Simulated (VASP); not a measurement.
Ru, 3 atoms in the cell. It takes space group P6/mmm (No. 191, hexagonal). Conventional cell: a = 4.221 Å, b = 4.221 Å, c = 2.652 Å, α = 90.00°, β = 90.00°, γ = 120.00°. Within 3.5 Å of Ru (site symmetry 6/mmm) lie 14 Ru at 2.65 to 2.77 Å. Ru (site symmetry -6m2) has 11 Ru at 2.44 to 2.77 Å within 3.2 Å. 

* Program: VASP 6.6.1
* Task: single point
* Functional: PBEsol
* Potentials or basis: VASP PAW PBE potentials, release 64 (Ru_pv)
* Cutoff: 520 eV
* k mesh: 12 × 12 × 16
* Occupations: gaussian, width 0.1 eV
* Spin: no spin polarisation
* Dipole correction: no
* Further INCAR settings: ALGO = Normal; EDIFF = 1e-06; NBANDS = 28

Potentials or basis: VASP PAW PBE potentials, release 64 (Ru_pv).

Command:

```sh
$ cat potpaw_PBE.64/Ru_pv/POTCAR > POTCAR
$ mpirun -np 1 vasp_std > vasp.out
```

Hardware: 1 thread of Intel(R) Xeon(R) Platinum 8259CL CPU @ 2.50GHz (Skylake/Cascade Lake), on a shared host.

**Question.** Estimate the wall time of this run.

**Answer.** Wall time 92 s on 1 thread of Intel(R) Xeon(R) Platinum 8259CL CPU @ 2.50GHz (Skylake/Cascade Lake) (shared host), peak memory 0.25 GiB. Counts: scf iterations 14, k points 171.
